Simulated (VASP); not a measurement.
Input of a VASP 6.6.1 run:

Contents of POSCAR:

```
TiAl
1.0
    2.9049936943      0.0000000000      0.0000000000
   -1.4524968471      2.5157983370      0.0000000000
    0.0000000000      0.0000000000      4.7396437833
Ti Al
1 1
Direct
    0.0000000000      0.0000000000      0.0000000000
    0.3333333333      0.6666666667      0.5000000000
```

INCAR.step1

```
SYSTEM = TiAl
ALGO = Normal
EDIFF = 1E-5
ENCUT = 520
GGA = PE
ISIF = 2
ISMEAR = -1
LASPH = .TRUE.
LREAL = .FALSE.
LWAVE = .TRUE.
NBANDS = 14
NELM = 80
PREC = Accurate
SIGMA = 0.05
```

INCAR.step2

```
SYSTEM = TiAl
AEXX = 0.25
ALGO = Normal
EDIFF = 1E-7
ENCUT = 520
GGA = PE
ISIF = 2
ISMEAR = -1
ISTART = 1
LASPH = .TRUE.
LCHARG = .TRUE.
LELF = .TRUE.
LHFCALC = .TRUE.
LREAL = .FALSE.
LVHAR = .TRUE.
LWAVE = .FALSE.
NBANDS = 14
NELM = 80
PREC = Accurate
PRECFOCK = Normal
SIGMA = 0.05
```

The input KPOINTS:

```
k-points
0
G
  6 6 4
  0 0 0
```

Potentials or basis: VASP PAW PBE potentials, release 64 (Ti_sv, Al).

The run is started by

```console
$ cat potpaw_PBE.64/Ti_sv/POTCAR potpaw_PBE.64/Al/POTCAR > POTCAR
$ cp INCAR.step1 INCAR
$ mpirun -np 1 vasp_std > vasp.out
$ cp INCAR.step2 INCAR
$ mpirun -np 1 vasp_std > vasp.out
```

(1) Predict the pressure.

(2) Estimate the band gap on the k mesh.

Results:

(1) -6.2 GPa.

(2) zero (an odd number of electrons rules out a gap without spin polarisation).

Caveat: the k points lie up to 0.42 Å⁻¹ apart, too coarse for converged energies and pressures of a metal; the PAW data sets were made with another functional, which shifts forces and pressure a little.
